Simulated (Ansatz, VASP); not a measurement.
## One calculation of Tl2ZnCdC6N6, two programs

```
Zn Tl Cd C N
1.0
     0.00000    5.70625    5.70625
     5.70625    0.00000    5.70625
     5.70625    5.70625    0.00000
Zn Tl Cd C N
1 2 1 6 6
Direct
  0.50000 0.50000 0.50000
  0.25000 0.25000 0.25000
  0.75000 0.75000 0.75000
  0.00000 0.00000 0.00000
  0.78947 0.21053 0.21053
  0.21053 0.78947 0.21053
  0.21053 0.21053 0.78947
  0.21053 0.78947 0.78947
  0.78947 0.21053 0.78947
  0.78947 0.78947 0.21053
  0.68696 0.31304 0.31304
  0.31304 0.68696 0.31304
  0.31304 0.31304 0.68696
  0.31304 0.68696 0.68696
  0.68696 0.31304 0.68696
  0.68696 0.68696 0.31304
```

Alike in both runs: functional PBE; k mesh 4 × 4 × 4; occupations gaussian, width 0.1 eV; no spin polarisation.

Ansatz relaxed the structure, and its values are those at the end. VASP's run is a single point on that final structure, the one shown.

|  | VASP | Ansatz |
| --- | --- | --- |
| version | VASP 6.6.1 | Ansatz 0.2.0 |
| potentials or method | VASP PAW PBE potentials, release 64 (Zn, Tl_d, Cd, C, N), cutoff 520 eV | scalar-relativistic, plane waves, PAW |
| valence electrons in the cell | 104 | 112 |

```tsv
	VASP	Ansatz	Ansatz less VASP
gap on the k mesh at the Fermi level (eV)	2.52	2.53	+0.013
least direct gap on the mesh (eV)	2.52	2.53	+0.013
pressure (GPa)	0.6	0.2	-0.40
rms of the force components (eV/Å)	0.189	0.003	-0.1858
```

One of these differences is far larger than is usual between the two programs; its cause wasn't traced. The functional is the same, so the differences come from potentials, cutoffs and numerics. VASP's potentials hold 104 valence electrons a cell and Ansatz's 112, so a difference there can come from the potentials and not from the codes.

Spin-orbit coupling is off throughout. Noted on VASP's run: the standard files for N, O and F lose accuracy on very short bonds.
